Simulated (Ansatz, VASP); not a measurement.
**Cd: VASP beside Ansatz**

INCAR

```
SYSTEM = Cd
ALGO = Normal
EDIFF = 1E-6
ENCUT = 630
GGA = PS
GGA_COMPAT = .FALSE.
ISIF = 2
ISMEAR = 0
LASPH = .TRUE.
LCHARG = .FALSE.
LREAL = .FALSE.
LWAVE = .FALSE.
NBANDS = 48
NELM = 120
PREC = Accurate
SIGMA = 0.1
```

The input KPOINTS:

```
k-points
0
G
  4 4 4
  0 0 0
```

File POSCAR:

```
Cd
1.0
    2.3759859175     -4.0268555085      0.0000000000
    2.3759859175      4.0268555085      0.0000000000
    0.0000000000      0.0000000000      4.7582927676
Cd
4
Direct
    0.1525000000      0.8475000000      0.0785000000
    0.6525000000      0.3475000000      0.4215000000
    0.8475000000      0.1525000000      0.9215000000
    0.3475000000      0.6525000000      0.5785000000
```

Input for Ansatz:

```yaml
crystal:
  lattice:
    - [2.3759859175, -4.0268555085, 0.0]
    - [2.3759859175, 4.0268555085, 0.0]
    - [0.0, 0.0, 4.7582927676]
  atoms:
    - { symbol: Cd, position: [0.1525, 0.8475, 0.0785] }
    - { symbol: Cd, position: [0.6525, 0.3475, 0.4215] }
    - { symbol: Cd, position: [0.8475, 0.1525, 0.9215] }
    - { symbol: Cd, position: [0.3475, 0.6525, 0.5785] }
basis:
  ecutwfc: 420
kpoints:
  mp_grid: { grid: [4, 4, 4] }
hamiltonian:
  xc: pbesol
scf:
  occupations: { method: gaussian, width: 0.1 }
  lower_state_search: "off"
output:
  forces: true
  stress: true
  eigenvalues: true
```

Alike in both runs: task single point; functional PBEsol; k mesh 4 × 4 × 4; occupations gaussian, width 0.1 eV; no spin polarisation.

```csv
,VASP,Ansatz
version,VASP 6.6.1,Ansatz 0.2.0
potentials or method,"VASP PAW PBE potentials, release 64 (Cd_sv_GW), cutoff 630 eV","scalar-relativistic, plane waves, PAW"
valence electrons in the cell,80,80
```

|  | VASP | Ansatz | Ansatz less VASP |
| --- | --- | --- | --- |
| gap on the k mesh at the Fermi level (eV) | none | none | - |
| pressure (GPa) | 6.7 | 6.9 | +0.22 |
| traceless stress, the component that is largest in VASP (GPa) | 3.96 | 3.94 | -0.021 |
| rms of the force components (eV/Å) | 0.452 | 0.453 | +0.0015 |

VASP's potentials were made for PBE, not for PBEsol. Atom by atom the forces differ by 0.003 eV/Å (rms over components). A gap of «none» marks a metal or a gap that the smearing closes. The functional is the same, so the differences come from potentials, cutoffs and numerics.

The k mesh is coarse, so the values compare programs but aren't converged.
